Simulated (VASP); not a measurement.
# Al3GaN4 (P1) in VASP: notebook

Al3GaN4 is run at these levels: PBEsol; tasks: single point.

All numbers are computed with VASP 6.6.1; they aren't measurements. Logs are shortened: lines on timing, memory, paths and dates and some standing lists are left out, and cuts for length are marked.

## 1. The cell of the first run

The typed cell holds 8 atoms: a = 4.987 Å, b = 2.930 Å, c = 5.448 Å, α = 86.95°, β = 94.33°, γ = 88.06°.

## 2. Single point, PBEsol (atoms moved at random and the cell strained at random)

The input, INCAR:

```
SYSTEM = Al3GaN4
  PREC = Accurate
  ENCUT = 520
  EDIFF = 1E-7
  ISMEAR = 0
  SIGMA = 0.05
  LREAL = .FALSE.
  LASPH = .TRUE.
  NELM = 60
  ALGO = Normal
  ISIF = 2
  LWAVE = .FALSE.
  LCHARG = .FALSE.
  GGA = PS
  NBANDS = 31
```

The input, KPOINTS:

```
Automatic mesh
0
G
  6 8 4
  0 0 0
```

The input, POSCAR:

```
Al3GaN4
1.0
    4.9822365814      0.0845632834     -0.1896770139
    0.0524803672      2.9282462422      0.0819533775
   -0.2070857825      0.1418026903      5.4417849604
Al Ga N
3 1 4
Direct
    0.4943655207      0.4960787057      0.1660043668
    0.0025589850      0.4995112793      0.8349068166
    0.0042968195      0.0181375527      0.3344662651
    0.4995187922      0.0010730584      0.6710500523
    0.1150216489      0.0069367544      0.6653207394
    0.1237676427      0.4930101801      0.1659168955
    0.6160354654      0.4908506737      0.8309454502
    0.6280341256     -0.0055982042      0.3313904140
```

Potentials or basis: VASP PAW PBE potentials, release 64 (Al, Ga_d, N).

Launch:

```console
> cat potpaw_PBE.64/Al/POTCAR potpaw_PBE.64/Ga_d/POTCAR potpaw_PBE.64/N/POTCAR > POTCAR
> mpirun -np 1 vasp_std > vasp.out
```

OUTCAR:

```text
SYSTEM = Al3GaN4
   PREC = Accurate
   ENCUT = 520
   EDIFF = 1E-7
   ISMEAR = 0
   LREAL = .FALSE.
   LASPH = .TRUE.
   NELM = 60
   ISIF = 2
   GGA = PS

 ion  position               nearest neighbor table
   1  0.494  0.496  0.166-   8 1.77   6 1.85   8 1.87   7 1.97   3 2.92   2 2.93   4 3.01   3 3.03
                             4 3.04   3 3.06   3 3.12   4 3.13   2 3.22
   2  0.003  0.500  0.835-   5 1.83   5 1.85   6 1.86   7 1.93   4 2.92   1 2.93   3 3.00   4 3.04
                             4 3.05   3 3.05   4 3.09   3 3.14   3 3.19   1 3.22
   3  0.004  0.018  0.334-   6 1.77   5 1.84   8 1.88   6 1.93   1 2.92   4 2.96   2 3.00   1 3.03
                             2 3.05   1 3.06   1 3.12   2 3.14   2 3.19
   4  0.500  0.001  0.671-   7 1.75   7 1.81   5 1.91   8 2.00   2 2.92   3 2.96   1 3.01   1 3.04
                             2 3.04   2 3.05   2 3.09   1 3.13
   5  0.115  0.007  0.665-   2 1.83   3 1.84   2 1.85   4 1.91
   6  0.124  0.493  0.166-   3 1.77   1 1.85   2 1.86   3 1.93
   7  0.616  0.491  0.831-   4 1.75   4 1.81   2 1.93   1 1.97
   8  0.628  0.994  0.331-   1 1.77   1 1.87   3 1.88   4 2.00

  LATTYP: Found a triclinic cell.
 ALAT       =     5.4475697407
 B/A-ratio  =     2.8541135353
 C/A-ratio  =     1.4420300470
 COS(alpha) =     0.0033242124
 COS(beta)  =     0.6653878689
 COS(gamma) =     0.7391561056

  Lattice vectors:

 A1 = (   0.2070857825,  -0.1418026903,  -5.4417849604)
 A2 = (  10.4311250950,   2.8137674284, -11.1809705711)
 A3 = (  -4.8276311661,  -3.1546122159,  -5.3340613240)

Analysis of symmetry for initial positions (statically):
=====================================================================
 Subroutine PRICEL returns:
 Original cell was already a primitive cell.

 Routine SETGRP: Setting up the symmetry group for a
 triclinic supercell.

 Subroutine GETGRP returns: Found  1 space group operations
 (whereof  1 operations were pure point group operations)
 out of a pool of  2 trial point group operations.

The static configuration has the point symmetry C_1 .

Analysis of symmetry for dynamics (positions and initial velocities):
=====================================================================
 Subroutine PRICEL returns:
 Original cell was already a primitive cell.

 Routine SETGRP: Setting up the symmetry group for a
 triclinic supercell.

 Subroutine GETGRP returns: Found  1 space group operations
 (whereof  1 operations were pure point group operations)
 out of a pool of  2 trial point group operations.

The dynamic configuration has the point symmetry C_1 .

 Subroutine INISYM returns: Found  1 space group operations
 (whereof  1 operations are pure point group operations),
 and found     1 'primitive' translations

----------------------------------------------------------------------------------------

                                     Primitive cell

  volume of cell :      79.1915

  direct lattice vectors                    reciprocal lattice vectors
     4.982236581  0.084563283 -0.189677014     0.201073015 -0.003820592  0.007751341
     0.052480367  2.928246242  0.081953377    -0.006150561  0.341867438 -0.009142481
    -0.207085783  0.141802690  5.441784960     0.007101161 -0.005281699  0.184171097

  length of vectors
     4.986562912  2.929862898  5.447569741     0.201258634  0.342044967  0.184383611

  position of ions in fractional coordinates (direct lattice)
     0.494365521  0.496078706  0.166004367
     0.002558985  0.499511279  0.834906817
     0.004296819  0.018137553  0.334466265
     0.499518792  0.001073058  0.671050052
     0.115021649  0.006936754  0.665320739
     0.123767643  0.493010180  0.165916895
     0.616035465  0.490850674  0.830945450
     0.628034126  0.994401796  0.331390414

  ion indices of the primitive-cell ions
   primitive index   ion index
                 1           1
                 2           2
                 3           3
                 4           4
                 5           5
                 6           6
                 7           7
                 8           8

----------------------------------------------------------------------------------------

 KPOINTS: Automatic mesh

Automatic generation of k-mesh.
 Grid dimensions read from file:
 generate k-points for:    6    8    4

 Generating k-lattice:

  Cartesian coordinates                     Fractional coordinates (reciprocal lattice)
     0.033512169 -0.000636765  0.001291890     0.166666667 -0.000000000  0.000000000
    -0.000768820  0.042733430 -0.001142810     0.000000000  0.125000000  0.000000000
     0.001775290 -0.001320425  0.046042774     0.000000000 -0.000000000  0.250000000

  Length of vectors
     0.033543106  0.042755621  0.046095903

  Shift w.r.t. Gamma in fractional coordinates (k-lattice)
     0.000000000  0.000000000  0.000000000

 Subroutine IBZKPT returns following result:
 ===========================================

 Found    100 irreducible k-points:

 Following reciprocal coordinates:
            Coordinates               Weight
  0.000000  0.000000  0.000000      1.000000
  0.166667  0.000000  0.000000      2.000000
  0.333333  0.000000 -0.000000      2.000000
  0.500000  0.000000  0.000000      1.000000
  0.000000  0.125000 -0.000000      2.000000
  0.166667  0.125000 -0.000000      2.000000
[... 16 lines left out ...]
  0.000000  0.500000 -0.000000      1.000000
  0.166667  0.500000 -0.000000      2.000000
 [... further k-points ...]
   k-points           NKPTS =    100   k-points in BZ     NKDIM =    100   number of bands    NBANDS=     31
   number of dos      NEDOS =    301   number of ions     NIONS =      8
   total plane-waves  NPLWV =  40320
   dimension x,y,z NGX =    40 NGY =   24 NGZ =   42
   dimension x,y,z NGXF=    80 NGYF=   48 NGZF=   84
   ions per type =               3   1   4
   NGX,Y,Z   is equivalent  to a cutoff of  13.34, 13.62, 12.82 a.u.
   NGXF,Y,Z  is equivalent  to a cutoff of  26.67, 27.24, 25.63 a.u.
 SYSTEM =  Al3GaN4
   PREC   = accura    normal or accurate (medium, high low for compatibility)
   ISTART =      0    job   : 0-new  1-cont  2-samecut
   ICHARG =      2    charge: 1-file 2-atom 10-const
   ISPIN  =      1    spin polarized calculation?
   LNONCOLLINEAR =      F non collinear calculations
   LSORBIT =      F    spin-orbit coupling
   LASPH  =      T    aspherical Exc in radial PAW
   ENCUT  =  520.0 eV  38.22 Ry    6.18 a.u.   9.27  5.45 10.13*2*pi/ulx,y,z
   NELM   =     60;   NELMIN=  2; NELMDL= -5     # of ELM steps
   EDIFF  = 0.1E-06   stopping-criterion for ELM
   LREAL  =      F    real-space projection
   EDIFFG = 0.1E-05   stopping-criterion for IOM
   NSW    =      0    number of steps for IOM
   IBRION =     -1    ionic relax: 0-MD 1-quasi-New 2-CG
   NFREE  =      0    steps in history (QN), initial steepest desc. (CG)
   ISIF   =      2    stress and relaxation
   ISYM   =      2    0-nonsym 1-usesym 2-fastsym
   POTIM  = 0.5000    time-step for ionic-motion
   TEBEG  =    0.0;   TEEND  =   0.0 temperature during run
   PSTRESS=    0.0 pullay stress
   NELECT =      42.0000    total number of electrons
   NUPDOWN=      -1.0000    fix difference up-down
   EMIN   =  10.00;   EMAX   =-10.00  energy-range for DOS
   EFERMI =   0.00;   METHOD = LEGACY
   ISMEAR =     0;   SIGMA  =   0.05  broadening in eV -4-tet -1-fermi 0-gaus
   EFERMI_NEDOS =   21; number of points for ismear=-14 and -15
   IALGO  =     38    algorithm
   IMIX   =      4    mixing-type and parameters
     AMIX     =   0.40;   BMIX     =  1.00
     AMIX_MAG =   1.60;   BMIX_MAG =  1.00
  volume/ion in A,a.u.               =       9.90        66.80
  Fermi-wavevector in a.u.,A,eV,Ry     =   1.325150  2.504171 23.892149  1.756023
  Thomas-Fermi vector in A             =   2.454632
   LORBIT       =      0    0 simple, 1 ext, 2 COOP (PROOUT), +10 PAW based schemes
   GGA     = PS    functional components
   LHFCALC =     F    Hartree Fock is set to
   AEXX    =    0.0000 exact exchange contribution
   IVDW    =     0    specifies the selected vdW correction
   LEPSILON=     F    determine dielectric tensor
   LRPA    =     F    only Hartree local field effects (RPA)
 non-spin polarized calculation
 Gauss-broadening in eV      SIGMA  =   0.05
  energy-cutoff  :      520.00
  volume of cell :       79.19
 maximum number of plane-waves:      2150
 NGX is ok and might be reduce to    40
   NGX = 19   NGY = 11   NGZ = 21

 number of electron      42.0000000 magnetization

 Free energy of the ion-electron system (eV)
  ---------------------------------------------------
  ext. energy  EPLUGINS =         0.00000000
  ---------------------------------------------------
  free energy    TOTEN  =       -58.83365278 eV

  energy without entropy =      -58.83365278  energy(sigma->0) =      -58.83365278

 E-fermi :   7.1138     XC(G=0): -11.6828

 val. band max:        6.8496903191   @ k =   0.0000   0.0000   0.0000
 cond. band min:      10.5574617367   @ k =   0.0000   0.0000   0.0000
 fundamental gap:      3.7077714176
 Fermi energy:         7.1137551488

 k-point     1 :       0.0000    0.0000    0.0000
  band No.  band energies     occupation
      1      -9.4081      2.00000
      2      -8.0219      2.00000
      3      -7.4859      2.00000
      4      -6.6886      2.00000
      5      -6.2633      2.00000
      6      -6.0572      2.00000
[... 23 lines left out ...]
     30      18.3839      0.00000
     31      18.6793      0.00000

 k-point     2 :       0.1667    0.0000    0.0000
  band No.  band energies     occupation
      1      -9.3119      2.00000
      2      -8.0513      2.00000
      3      -7.4749      2.00000
      4      -6.7741      2.00000
      5      -6.2635      2.00000
      6      -6.0635      2.00000
[... 740 lines left out ...]
 k-point    24 :       0.1667    0.5000   -0.0000
  band No.  band energies     occupation
      1      -8.2006      2.00000
      2      -7.2697      2.00000
      3      -6.7945      2.00000
      4      -6.5824      2.00000
      5      -6.0878      2.00000
      6      -6.0000      2.00000
[... 23 lines left out ...]
     30      17.1382      0.00000
     31      17.7402      0.00000

 [... further k-points ...]

------------------------ aborting loop because EDIFF is reached ----------------------------------------

  FORCE on cell =-STRESS in cart. coord.  units (eV):
  Direction    XX          YY          ZZ          XY          YZ          ZX
  --------------------------------------------------------------------------------------
  -------------------------------------------------------------------------------------
  Total        6.3945351     19.8777488      4.3709507     -1.4618317     -5.4452899      5.4051727
  in kB      129.3722767    402.1605309     88.4317365    -29.5753323   -110.1674394    109.3557988
  external PRESSURE =     206.6548480 kB  Pullay stress =       0.0000000 kB

 VOLUME and BASIS-vectors are now :
 -----------------------------------------------------------------------------
  energy-cutoff  :      520.00
  volume of cell :       79.19
      direct lattice vectors                 reciprocal lattice vectors
     4.982236581  0.084563283 -0.189677014     0.201073015 -0.003820592  0.007751341
     0.052480367  2.928246242  0.081953377    -0.006150561  0.341867438 -0.009142481
    -0.207085783  0.141802690  5.441784960     0.007101161 -0.005281699  0.184171097

 POSITION                                       TOTAL-FORCE (eV/Angst)
 -----------------------------------------------------------------------------------
      2.45470      1.51799      0.85025         0.521435      1.161248     -0.821283
     -0.13393      1.58130      4.58383        -0.710586     -0.178639      0.004761
     -0.04690      0.10090      1.82076        -0.742741     -1.723211      0.247560
      2.34981      0.14054      3.55705        -0.847955      1.109960     -2.675399
      0.43565      0.12438      3.59928        -0.282881      0.204484      0.008979
      0.60815      1.47765      0.91981         0.073009      1.704909     -0.447399
      2.92292      1.60726      4.44521         1.875735     -1.054572      3.120144
      3.11257      3.01195      1.76573         0.113984     -1.224178      0.562638
 -----------------------------------------------------------------------------------
    total drift:                               -0.000254     -0.000198      0.000557

  FREE ENERGIE OF THE ION-ELECTRON SYSTEM (eV)
  ---------------------------------------------------
  free  energy   TOTEN  =       -58.8336527826 eV

  energy  without entropy=      -58.8336527826  energy(sigma->0) =      -58.83365278
```

Run time: 2.7 min. Hardware: 1 thread of AMD EPYC 9R45 (Zen 5), shared host; peak memory 0.3 GiB.

Results:

```yaml
Free_energy: -58.8337 eV
Pressure: 20.7 GPa
Largest_force: 3.790 eV/Å
Band_gap_on_the_k_mesh: 3.71 eV
```

Forces on the atoms (eV/Å):
```
Al   0.521  1.161 -0.821
Al  -0.711 -0.179  0.005
Al  -0.743 -1.723  0.248
Ga  -0.848  1.110 -2.675
N   -0.283  0.204  0.009
N    0.073  1.705 -0.447
N    1.876 -1.055  3.120
N    0.114 -1.224  0.563
```

Caveat: the cell differs from its parent crystal (atoms moved at random and the cell strained at random); the stress differs along the axes, from 9 to 40 GPa; the PAW data sets were made with another functional, which shifts forces and pressure a little. A k mesh can miss the band edges.

## 3. Single point, PBEsol (atoms moved at random and the cell strained at random)

The input, INCAR:

```
PREC = Accurate
ENCUT = 520
EDIFF = 1E-6
ISMEAR = 0
SIGMA = 0.05
LREAL = F
LASPH = T
NELM = 80
ALGO = Normal
ISIF = 2
LWAVE = F
LCHARG = T
GGA = PS
LELF = T
LVHAR = T
NBANDS = 31
```

The input, KPOINTS:

```
regular mesh
0
Gamma
  6 8 4
```

The input, POSCAR:

```
Al3GaN4
1.0
    4.8932267981      0.1243611840     -0.2590982386
    0.0771825218      3.1761670941     -0.0282601996
   -0.2816017287     -0.0489967079      5.2568930537
Al Ga N
3 1 4
Direct
    0.4973880639      0.4899259431      0.1707765371
    0.0105007710      0.5052905901      0.8372217335
   -0.0111181371      0.0116166306      0.3271249891
    0.4986914730      0.0121075078      0.6688965235
    0.1146358438     -0.0034893629      0.6704034341
    0.1183585847      0.4945913375      0.1635854051
    0.6338588896      0.4978273082      0.8321380318
    0.6212835111     -0.0078699544      0.3298543458
```

Potentials or basis: VASP PAW PBE potentials, release 64 (Al, Ga_d, N).

Launch:

```console
> cat potpaw_PBE.64/Al/POTCAR potpaw_PBE.64/Ga_d/POTCAR potpaw_PBE.64/N/POTCAR > POTCAR
> mpirun -np 1 vasp_std > vasp.out
```

OUTCAR:

```text
PREC = Accurate
   ENCUT = 520
   EDIFF = 1E-6
   ISMEAR = 0
   LREAL = F
   LASPH = T
   NELM = 80
   ISIF = 2
   GGA = PS

 ion  position               nearest neighbor table
   1  0.497  0.490  0.171-   8 1.85   6 1.85   8 1.88   7 1.97   2 2.81   3 2.84   4 3.02   3 3.03
                             4 3.05   4 3.08   3 3.10   3 3.17   2 3.22
   2  0.011  0.505  0.837-   6 1.74   7 1.84   5 1.90   5 1.92   1 2.81   4 2.97   4 3.00   3 3.02
                             3 3.06   4 3.07   3 3.08   3 3.15   1 3.22
   3  0.989  0.012  0.327-   8 1.81   5 1.85   6 1.94   6 1.95   1 2.84   4 2.92   2 3.02   1 3.03
                             2 3.06   2 3.08   1 3.10   2 3.15   1 3.17
   4  0.499  0.012  0.669-   7 1.87   5 1.89   7 1.92   8 1.94   3 2.92   2 2.97   2 3.00   1 3.02
                             1 3.05   2 3.07   1 3.08
   5  0.115  0.997  0.670-   3 1.85   4 1.89   2 1.90   2 1.92
   6  0.118  0.495  0.164-   2 1.74   1 1.85   3 1.94   3 1.95
   7  0.634  0.498  0.832-   2 1.84   4 1.87   4 1.92   1 1.97
   8  0.621  0.992  0.330-   3 1.81   1 1.85   1 1.88   4 1.94

  LATTYP: Found a triclinic cell.
 ALAT       =     3.1772304276
 B/A-ratio  =     2.8985719281
 C/A-ratio  =     1.8800525211
 COS(alpha) =     0.0002782956
 COS(beta)  =     0.5729978938
 COS(gamma) =     0.6744768108
[... 204 lines left out ...]
      3      -7.6908      2.00000
      4      -6.8861      2.00000
      5      -6.4403      2.00000
      6      -6.3117      2.00000
[... 805 lines left out ...]
     30      17.0374      0.00000
     31      17.5723      0.00000

 [... further k-points ...]

------------------------ aborting loop because EDIFF is reached ----------------------------------------

  FORCE on cell =-STRESS in cart. coord.  units (eV):
  Direction    XX          YY          ZZ          XY          YZ          ZX
  --------------------------------------------------------------------------------------
  -------------------------------------------------------------------------------------
  Total       10.5020947     -0.0580321      7.5053579     -2.7672796      1.6507267      7.0561359
  in kB      206.6745445     -1.1420353    147.7006695    -54.4583032     32.4852515    138.8602673
  external PRESSURE =     117.7443929 kB  Pullay stress =       0.0000000 kB

 VOLUME and BASIS-vectors are now :
 -----------------------------------------------------------------------------
  energy-cutoff  :      520.00
  volume of cell :       81.41
      direct lattice vectors                 reciprocal lattice vectors
     4.893226798  0.124361184 -0.259098239     0.205067550 -0.004885913  0.010939538
     0.077182522  3.176167094 -0.028260200    -0.007874049  0.315058615  0.002514696
    -0.281601729 -0.048996708  5.256893054     0.010064903  0.001452890  0.190779130

 POSITION                                       TOTAL-FORCE (eV/Angst)
 -----------------------------------------------------------------------------------
      2.42356      1.60957      0.75504         0.582698      0.552096     -0.702613
     -0.14538      1.56517      4.38418        -0.568312     -0.020039     -2.379017
      4.74760      0.14385      1.46312         1.461946     -0.443400     -0.362324
      2.25278      0.06770      3.38677         0.438880     -0.566290     -0.314183
      0.44907      3.14649      3.46638        -0.387055      0.087588      0.341696
      0.57126      1.57761      0.81531         0.225605      0.253796      2.641104
      2.90571      1.61924      4.19616        -0.880098      0.351859      1.212977
      3.02377      3.21227      1.54500        -0.873665     -0.215609     -0.437639
 -----------------------------------------------------------------------------------
    total drift:                                0.000579      0.000441     -0.001270

  FREE ENERGIE OF THE ION-ELECTRON SYSTEM (eV)
  ---------------------------------------------------
  free  energy   TOTEN  =       -59.1607940450 eV

  energy  without entropy=      -59.1607940450  energy(sigma->0) =      -59.16079404
```

stdout:

```text
POSCAR found type information on POSCAR AlGaN
 POSCAR found :  3 types and       8 ions
 scaLAPACK will be used
 -----------------------------------------------------------------------------
|                                                                             |
|                                                                             |
|     You enforced a specific xc type in the INCAR file but a different       |
|     I HOPE YOU KNOW WHAT YOU ARE DOING!                                     |
|                                                                             |
 -----------------------------------------------------------------------------

 LDA part: xc-table for (Slater+PW92), standard interpolation
 POSCAR, INCAR and KPOINTS ok, starting setup
 FFT: planning ... GRIDC
 FFT: planning ... GRID_SOFT
 FFT: planning ... GRID
 WAVECAR not read
 entering main loop
```

Wall time 2 min (1 thread of AMD EPYC 9R45 (Zen 5), shared host); peak memory 0.3 GiB.

What came out:

| Property | Result |
| --- | --- |
| Free energy | -59.1608 eV |
| Pressure | 11.8 GPa |
| Largest force | 2.663 eV/Å |
| Band gap on the k mesh | 3.35 eV |

Forces on the atoms (eV/Å):
```
Al   0.583  0.552 -0.703
Al  -0.568 -0.020 -2.379
Al   1.462 -0.443 -0.362
Ga   0.439 -0.566 -0.314
N   -0.387  0.088  0.342
N    0.226  0.254  2.641
N   -0.880  0.352  1.213
N   -0.874 -0.216 -0.438
```

Caveat: the cell differs from its parent crystal (atoms moved at random and the cell strained at random); the stress differs along the axes, from -0 to 21 GPa; the PAW data sets were made with another functional, which shifts forces and pressure a little. A k mesh can miss the band edges.

[end of part 1 of 2]
